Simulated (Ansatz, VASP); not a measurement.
## WC2: VASP beside Ansatz

The input INCAR:

```
ALGO = Normal
EDIFF = 1E-6
ENCUT = 520
GGA = PS
ISIF = 2
ISMEAR = 0
LASPH = T
LCHARG = F
LREAL = F
LWAVE = F
NBANDS = 18
NELM = 60
PREC = Accurate
SIGMA = 0.1
```

KPOINTS

```
k-points
0
Gamma
  8 8 8
```

Contents of POSCAR:

```
WC2
1.0
   -1.4037638986      1.4037638986      3.4787207012
    1.4037638986     -1.4037638986      3.4787207012
    1.4037638986      1.4037638986     -3.4787207012
C W
2 1
Direct
    0.3372308675      0.3372308675      0.0000000000
    0.6627691325      0.6627691325      0.0000000000
    0.0000000000      0.0000000000      0.0000000000
```

Input for Ansatz:

```yaml
crystal:
  lattice:
    - [-1.4037638986, 1.4037638986, 3.4787207012]
    - [1.4037638986, -1.4037638986, 3.4787207012]
    - [1.4037638986, 1.4037638986, -3.4787207012]
  atoms:
    - { symbol: C, position: [0.3372308675, 0.3372308675, 0.0] }
    - { symbol: C, position: [0.6627691325, 0.6627691325, 0.0] }
    - { symbol: W, position: [0.0, 0.0, 0.0] }
basis:
  ecutwfc: 420
kpoints:
  mp_grid: { grid: [8, 8, 8] }
hamiltonian:
  xc: pbesol
scf:
  occupations: { method: gaussian, width: 0.1 }
output:
  forces: true
  stress: true
  eigenvalues: true
```

Alike in both runs: task single point; functional PBEsol; k mesh 8 × 8 × 8; occupations gaussian, width 0.1 eV; no spin polarisation.

|  | VASP | Ansatz |
| --- | --- | --- |
| version | VASP 6.6.1 | Ansatz 0.2.0 |
| potentials or method | VASP PAW PBE potentials, release 64 (C, W_sv), cutoff 520 eV | scalar-relativistic, plane waves, PAW |
| valence electrons in the cell | 22 | 22 |

Ansatz gave:

```
gap on the k mesh at the Fermi level (eV)                     : none
pressure (GPa)                                                : -15.5
traceless stress, the component that is largest in VASP (GPa) : -11.89
rms of the force components (eV/Å)                            : 0.105
```

Question: What did VASP give for the same quantities?

Answer: gap on the k mesh at the Fermi level (eV): none; pressure (GPa): -14.5; traceless stress, the component that is largest in VASP (GPa): -11.98; rms of the force components (eV/Å): 0.090.

VASP's potentials were made for PBE, not for PBEsol. Atom by atom the forces differ by 0.015 eV/Å (rms over components). A gap of «none» marks a metal or a gap that the smearing closes.

The k mesh is coarse, so the values compare programs but aren't converged. Spin-orbit coupling is off throughout.
